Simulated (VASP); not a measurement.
## InSb: vibrations by perturbation theory with LDA

The system is InSb.

```
In Sb
1.0
     0.00000    3.24649    3.24649
     3.24649    0.00000    3.24649
     3.24649    3.24649    0.00000
In Sb
1 1
Direct
  0.00000 0.00000 0.00000
  0.75000 0.75000 0.75000
```

```json
{
  "Program": "VASP 6.6.1",
  "Task": "vibrations by perturbation theory",
  "Functional": "LDA",
  "Potentials or basis": "VASP PAW LDA potentials, release 64 (In_d, Sb)",
  "Cutoff": "520 eV",
  "k mesh": "10 × 10 × 10",
  "Occupations": "fermi-dirac, width 0.05 eV",
  "Spin": "no spin polarisation",
  "Dipole correction": "no",
  "Further INCAR settings": "ALGO = Normal; EDIFF = 1e-08; IBRION = 8; NSW = 1"
}
```

| Item | Value |
| --- | --- |
| Highest phonon frequency at Γ, LO-TO splitting left out | 174 cm⁻¹ |

Phonon frequencies in cm⁻¹ (negative: imaginary):
| q point | frequencies |
| --- | --- |
| (0.000, 0.000, 0.000) | 0 0 0 174 174 174 |

Run time: 6.3 min on 1 thread of AMD EPYC 9R45 96-Core Processor (Zen 5), with other jobs on the host, peak memory 0.45 GiB.
